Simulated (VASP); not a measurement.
# AlN (Fm-3m) in VASP: a series of runs

Aim: see how the results for AlN move with the level of theory and the settings. Levels: PBE, r2SCAN. Tasks: single point.

All numbers are computed with VASP 6.6.1; they aren't measurements. Logs are shortened: lines on timing, memory, paths and dates and some standing lists are left out, and cuts for length are marked.

### 1 The cell of the first run

Symmetry: Fm-3m, No. 225, cubic system. The conventional cell has a = 4.071 Å, b = 4.071 Å, c = 4.071 Å, α = 90.00°, β = 90.00°, γ = 90.00°. Within 2.7 Å of Al (site symmetry m-3m) lie 6 N at 2.04 Å. Within 2.7 Å of N (site symmetry m-3m) lie 6 Al at 2.04 Å.

### 2 Single point, PBE

INCAR

```
  ALGO = Normal
  EDIFF = 1E-6
  ENCUT = 600
  GGA = PE
  GGA_COMPAT = False
  ISIF = 2
  ISMEAR = 0
  LASPH = True
  LCHARG = False
  LREAL = False
  LWAVE = False
  NBANDS = 11
  NELM = 120
  PREC = Accurate
  SIGMA = 0.02
```

KPOINTS

```
k-points
0
Gamma
  10 10 10
```

POSCAR

```
AlN
1.0
    0.0000000000      2.0352630581      2.0352630581
    2.0352630581      0.0000000000      2.0352630581
    2.0352630581      2.0352630581      0.0000000000
Al N
1 1
Direct
    0.5000000000      0.5000000000      0.5000000000
    0.0000000000      0.0000000000      0.0000000000
```

Potentials or basis: VASP PAW PBE potentials, release 64 (Al, N).

Started as:

```
> cat potpaw_PBE.64/Al/POTCAR potpaw_PBE.64/N/POTCAR > POTCAR
> mpirun -np 1 vasp_std > vasp.out
```

OUTCAR:

```text
EDIFF = 1E-6
   ENCUT = 600
   GGA = PE
   ISIF = 2
   ISMEAR = 0
   LASPH = True
   LREAL = False
   NELM = 120
   PREC = Accurate

 ion  position               nearest neighbor table
   1  0.500  0.500  0.500-   2 2.04   2 2.04   2 2.04   2 2.04   2 2.04   2 2.04
   2  0.000  0.000  0.000-   1 2.04   1 2.04   1 2.04   1 2.04   1 2.04   1 2.04

  LATTYP: Found a face centered cubic cell.
 ALAT       =     4.0705261162

  Lattice vectors:

 A1 = (   0.0000000000,   2.0352630581,   2.0352630581)
 A2 = (   2.0352630581,   0.0000000000,   2.0352630581)
 A3 = (   2.0352630581,   2.0352630581,   0.0000000000)

Analysis of symmetry for initial positions (statically):
=====================================================================
 Subroutine PRICEL returns:
 Original cell was already a primitive cell.

 Routine SETGRP: Setting up the symmetry group for a
 face centered cubic supercell.

 Subroutine GETGRP returns: Found 48 space group operations
 (whereof 48 operations were pure point group operations)
 out of a pool of 48 trial point group operations.

The static configuration has the point symmetry O_h .

Analysis of symmetry for dynamics (positions and initial velocities):
=====================================================================
 Subroutine PRICEL returns:
 Original cell was already a primitive cell.

 Routine SETGRP: Setting up the symmetry group for a
 face centered cubic supercell.

 Subroutine GETGRP returns: Found 48 space group operations
 (whereof 48 operations were pure point group operations)
 out of a pool of 48 trial point group operations.

The dynamic configuration has the point symmetry O_h .

 Subroutine INISYM returns: Found 48 space group operations
 (whereof 48 operations are pure point group operations),
 and found     1 'primitive' translations

----------------------------------------------------------------------------------------

                                     Primitive cell

  volume of cell :      16.8613

  direct lattice vectors                    reciprocal lattice vectors
     0.000000000  2.035263058  2.035263058    -0.245668489  0.245668489  0.245668489
     2.035263058  0.000000000  2.035263058     0.245668489 -0.245668489  0.245668489
     2.035263058  2.035263058  0.000000000     0.245668489  0.245668489 -0.245668489

  length of vectors
     2.878296620  2.878296620  2.878296620     0.425510305  0.425510305  0.425510305

  position of ions in fractional coordinates (direct lattice)
     0.500000000  0.500000000  0.500000000
     0.000000000  0.000000000  0.000000000

  ion indices of the primitive-cell ions
   primitive index   ion index
                 1           1
                 2           2

----------------------------------------------------------------------------------------

 KPOINTS: k-points

Automatic generation of k-mesh.
 Grid dimensions read from file:
 generate k-points for:   10   10   10

 Generating k-lattice:

  Cartesian coordinates                     Fractional coordinates (reciprocal lattice)
    -0.024566849  0.024566849  0.024566849     0.100000000  0.000000000  0.000000000
     0.024566849 -0.024566849  0.024566849     0.000000000  0.100000000  0.000000000
     0.024566849  0.024566849 -0.024566849     0.000000000  0.000000000  0.100000000

  Length of vectors
     0.042551030  0.042551030  0.042551030

  Shift w.r.t. Gamma in fractional coordinates (k-lattice)
     0.000000000  0.000000000  0.000000000

 Subroutine IBZKPT returns following result:
 ===========================================

 Found     47 irreducible k-points:

 Following reciprocal coordinates:
            Coordinates               Weight
  0.000000  0.000000  0.000000      1.000000
  0.100000  0.000000  0.000000      8.000000
  0.200000  0.000000  0.000000      8.000000
  0.300000  0.000000  0.000000      8.000000
  0.400000  0.000000  0.000000      8.000000
  0.500000  0.000000  0.000000      4.000000
[... 16 lines left out ...]
  0.300000  0.300000  0.000000      6.000000
  0.400000  0.300000  0.000000     24.000000
 [... further k-points ...]
   k-points           NKPTS =     47   k-points in BZ     NKDIM =     47   number of bands    NBANDS=     11
   number of dos      NEDOS =    301   number of ions     NIONS =      2
   total plane-waves  NPLWV =  13824
   dimension x,y,z NGX =    24 NGY =   24 NGZ =   24
   dimension x,y,z NGXF=    48 NGYF=   48 NGZF=   48
   ions per type =               1   1
   NGX,Y,Z   is equivalent  to a cutoff of  13.86, 13.86, 13.86 a.u.
   NGXF,Y,Z  is equivalent  to a cutoff of  27.72, 27.72, 27.72 a.u.
 SYSTEM =  unknown system
   PREC   = accura    normal or accurate (medium, high low for compatibility)
   ISTART =      0    job   : 0-new  1-cont  2-samecut
   ICHARG =      2    charge: 1-file 2-atom 10-const
   ISPIN  =      1    spin polarized calculation?
   LNONCOLLINEAR =      F non collinear calculations
   LSORBIT =      F    spin-orbit coupling
   LASPH  =      T    aspherical Exc in radial PAW
   ENCUT  =  600.0 eV  44.10 Ry    6.64 a.u.   5.75  5.75  5.75*2*pi/ulx,y,z
   NELM   =    120;   NELMIN=  2; NELMDL= -5     # of ELM steps
   EDIFF  = 0.1E-05   stopping-criterion for ELM
   LREAL  =      F    real-space projection
[... 7 lines left out ...]
   TEBEG  =    0.0;   TEEND  =   0.0 temperature during run
   PSTRESS=    0.0 pullay stress
   NELECT =       8.0000    total number of electrons
   NUPDOWN=      -1.0000    fix difference up-down
   EMIN   =  10.00;   EMAX   =-10.00  energy-range for DOS
   EFERMI =   0.00;   METHOD = LEGACY
   ISMEAR =     0;   SIGMA  =   0.02  broadening in eV -4-tet -1-fermi 0-gaus
   EFERMI_NEDOS =   21; number of points for ismear=-14 and -15
   IALGO  =     38    algorithm
   IMIX   =      4    mixing-type and parameters
     AMIX     =   0.40;   BMIX     =  1.00
     AMIX_MAG =   1.60;   BMIX_MAG =  1.00
  volume/ion in A,a.u.               =       8.43        56.89
  Fermi-wavevector in a.u.,A,eV,Ry     =   1.276853  2.412903 22.182312  1.630354
  Thomas-Fermi vector in A             =   2.409486
   LORBIT       =      0    0 simple, 1 ext, 2 COOP (PROOUT), +10 PAW based schemes
   GGA     = PE    functional components
   LHFCALC =     F    Hartree Fock is set to
   AEXX    =    0.0000 exact exchange contribution
   IVDW    =     0    specifies the selected vdW correction
   LEPSILON=     F    determine dielectric tensor
   LRPA    =     F    only Hartree local field effects (RPA)
 non-spin polarized calculation
 Gauss-broadening in eV      SIGMA  =   0.02
  energy-cutoff  :      600.00
  volume of cell :       16.86
 maximum number of plane-waves:       588
   NGX = 11   NGY = 11   NGZ = 11

 number of electron       8.0000000 magnetization

 Free energy of the ion-electron system (eV)
  ---------------------------------------------------
  ext. energy  EPLUGINS =         0.00000000
  ---------------------------------------------------
  free energy    TOTEN  =       -14.54764833 eV

  energy without entropy =      -14.54764833  energy(sigma->0) =      -14.54764833

 E-fermi :   9.8659     XC(G=0): -12.1914

 val. band max:        9.7040617596   @ k =   0.0000   0.0000   0.0000
 cond. band min:      14.1172055212   @ k =   0.5000   0.5000   0.0000
 fundamental gap:      4.4131437616
 Fermi energy:         9.8659300889

 k-point     1 :       0.0000    0.0000    0.0000
  band No.  band energies     occupation
      1      -7.6677      2.00000
      2       9.7041      2.00000
      3       9.7041      2.00000
      4       9.7041      2.00000
      5      15.0951      0.00000
      6      21.8057      0.00000
      7      21.8057      0.00000
      8      21.8057      0.00000
      9      26.8922      0.00000
     10      27.3451      0.00000
     11      27.3451      0.00000

 k-point     2 :       0.1000    0.0000    0.0000
  band No.  band energies     occupation
      1      -7.4665      2.00000
      2       8.6864      2.00000
      3       9.5862      2.00000
      4       9.5862      2.00000
      5      15.7362      0.00000
      6      20.9013      0.00000
      7      22.0932      0.00000
      8      22.0932      0.00000
      9      25.7136      0.00000
     10      25.7136      0.00000
     11      27.6852      0.00000

 k-point     3 :       0.2000    0.0000    0.0000
  band No.  band energies     occupation
      1      -6.8816      2.00000
      2       6.5677      2.00000
      3       9.2999      2.00000
      4       9.2999      2.00000
      5      16.4307      0.00000
      6      20.3504      0.00000
      7      22.2216      0.00000
      8      22.2216      0.00000
      9      25.1601      0.00000
     10      25.1601      0.00000
     11      26.9947      0.00000

 k-point     4 :       0.3000    0.0000    0.0000
  band No.  band energies     occupation
      1      -5.9869      2.00000
      2       4.2771      2.00000
      3       8.9824      2.00000
      4       8.9824      2.00000
      5      16.2246      0.00000
      6      21.2125      0.00000
      7      21.4545      0.00000
      8      21.4545      0.00000
      9      26.1884      0.00000
     10      26.6550      0.00000
     11      26.6550      0.00000
[... 239 lines left out ...]
 k-point    22 :      -0.2000    0.2000    0.0000
  band No.  band energies     occupation
      1      -5.6977      2.00000
      2       4.7982      2.00000
      3       6.8296      2.00000
      4       9.0479      2.00000
      5      18.1607      0.00000
      6      19.6259      0.00000
      7      20.3153      0.00000
      8      22.0438      0.00000
      9      24.6367      0.00000
     10      28.6257      0.00000
     11      29.9013      0.00000

 k-point    23 :       0.3000    0.3000    0.0000
  band No.  band energies     occupation
      1      -5.4600      2.00000
      2       4.9454      2.00000
      3       7.7215      2.00000
      4       7.7215      2.00000
      5      16.3688      0.00000
      6      16.4223      0.00000
      7      21.2309      0.00000
      8      25.1040      0.00000
      9      25.1040      0.00000
     10      30.0570      0.00000
     11      33.5182      0.00000

 k-point    24 :       0.4000    0.3000    0.0000
  band No.  band energies     occupation
      1      -4.7227      2.00000
      2       3.9360      2.00000
      3       6.9620      2.00000
      4       7.4690      2.00000
      5      15.7087      0.00000
      6      16.5736      0.00000
      7      21.6857      0.00000
      8      25.0593      0.00000
      9      25.7971      0.00000
     10      31.3142      0.00000
     11      34.1978      0.00000

 [... further k-points ...]

------------------------ aborting loop because EDIFF is reached ----------------------------------------

  FORCE on cell =-STRESS in cart. coord.  units (eV):
  Direction    XX          YY          ZZ          XY          YZ          ZX
  --------------------------------------------------------------------------------------
  -------------------------------------------------------------------------------------
  Total       -0.0445762     -0.0445762     -0.0445762      0.0000000      0.0000000     -0.0000000
  in kB       -4.2356657     -4.2356657     -4.2356657      0.0000000      0.0000000     -0.0000000
  external PRESSURE =      -4.2356657 kB  Pullay stress =       0.0000000 kB

 VOLUME and BASIS-vectors are now :
 -----------------------------------------------------------------------------
  energy-cutoff  :      600.00
  volume of cell :       16.86
      direct lattice vectors                 reciprocal lattice vectors
     0.000000000  2.035263058  2.035263058    -0.245668489  0.245668489  0.245668489
     2.035263058  0.000000000  2.035263058     0.245668489 -0.245668489  0.245668489
     2.035263058  2.035263058  0.000000000     0.245668489  0.245668489 -0.245668489

 POSITION                                       TOTAL-FORCE (eV/Angst)
 -----------------------------------------------------------------------------------
      2.03526      2.03526      2.03526        -0.000000     -0.000000     -0.000000
      0.00000      0.00000      0.00000         0.000000      0.000000      0.000000
 -----------------------------------------------------------------------------------
    total drift:                                0.000000     -0.000000     -0.000000

  FREE ENERGIE OF THE ION-ELECTRON SYSTEM (eV)
  ---------------------------------------------------
  free  energy   TOTEN  =       -14.5476483307 eV

  energy  without entropy=      -14.5476483307  energy(sigma->0) =      -14.54764833
```

It took 12 s on 1 thread of Intel Xeon 8259CL, shared host; peak memory 0.14 GiB.

Results:

| Property | Result |
| --- | --- |
| Free energy | -14.5476 eV |
| Pressure | -0.4 GPa |
| Band gap on the k mesh | 4.41 eV (least direct gap 5.39 eV) |

Levels at points of the mesh, in eV from the valence-band top:
| k point | band 1 | band 2 | band 3 | band 4 | band 5 | band 6 | band 7 | band 8 | band 9 |
| --- | --- | --- | --- | --- | --- | --- | --- | --- | --- |
| (0.00, 0.00, 0.00) | -17.37 | 0.00 | 0.00 | 0.00 | 5.39 | 12.10 | 12.10 | 12.10 | 17.19 |
| (0.50, 0.00, 0.00) | -14.19 | -8.18 | -1.04 | -1.04 | 6.01 | 10.84 | 10.84 | 13.00 | 15.88 |
| (0.50, 0.50, 0.00) | -13.24 | -7.25 | -2.75 | -2.75 | 4.41 | 5.34 | 13.80 | 16.93 | 16.93 |

### 3 Single point, r2SCAN

POSCAR is that of step 2.

INCAR.step1

```
SYSTEM = AlN
PREC = Accurate
ENCUT = 660
ISMEAR = 0
SIGMA = 0.02
LREAL = .False.
LASPH = .True.
NELM = 120
NBANDS = 11
GGA = PE
ALGO = Normal
EDIFF = 1E-5
LWAVE = .True.
LCHARG = .False.
GGA_COMPAT = .False.
```

INCAR.step2

```
SYSTEM = AlN
PREC = Accurate
ENCUT = 660
EDIFF = 1E-6
ISMEAR = 0
SIGMA = 0.02
LREAL = .False.
LASPH = .True.
NELM = 120
ALGO = Normal
ISIF = 2
LWAVE = .False.
LCHARG = .True.
METAGGA = R2SCAN
LMIXTAU = .True.
LELF = .True.
LVHAR = .True.
NBANDS = 11
ISTART = 1
GGA_COMPAT = .False.
```

KPOINTS

```
Automatic mesh
0
Gamma
  10 10 10
  0 0 0
```

Potentials or basis: VASP PAW PBE potentials, release 64 (Al, N).

Started as:

```
> cat potpaw_PBE.64/Al/POTCAR potpaw_PBE.64/N/POTCAR > POTCAR
> cp INCAR.step1 INCAR
> mpirun -np 1 vasp_std > vasp.out
> cp INCAR.step2 INCAR
> mpirun -np 1 vasp_std > vasp.out
```

Wall time 51 s (1 thread of Intel Xeon 8259CL, shared host); peak memory 0.15 GiB.

It converged, with:

```yaml
Free_energy: -18.8864 eV
Pressure: -7.1 GPa
Band_gap_on_the_k_mesh: 5.28 eV (least direct gap 6.22 eV)
```

Levels at points of the mesh, in eV from the valence-band top:
```tsv
k point	band 1	band 2	band 3	band 4	band 5	band 6	band 7	band 8	band 9
(0.00, 0.00, 0.00)	-18.22	0.00	0.00	0.00	6.22	12.84	12.84	12.84	18.42
(0.50, 0.00, 0.00)	-15.06	-8.31	-1.12	-1.12	6.78	11.74	11.74	14.32	17.25
(0.50, 0.50, 0.00)	-14.12	-7.41	-2.84	-2.84	5.28	6.01	15.11	18.37	18.37
```

Caveat: the cell stands under tension; the PAW data sets were made with another functional, which shifts forces and pressure a little.
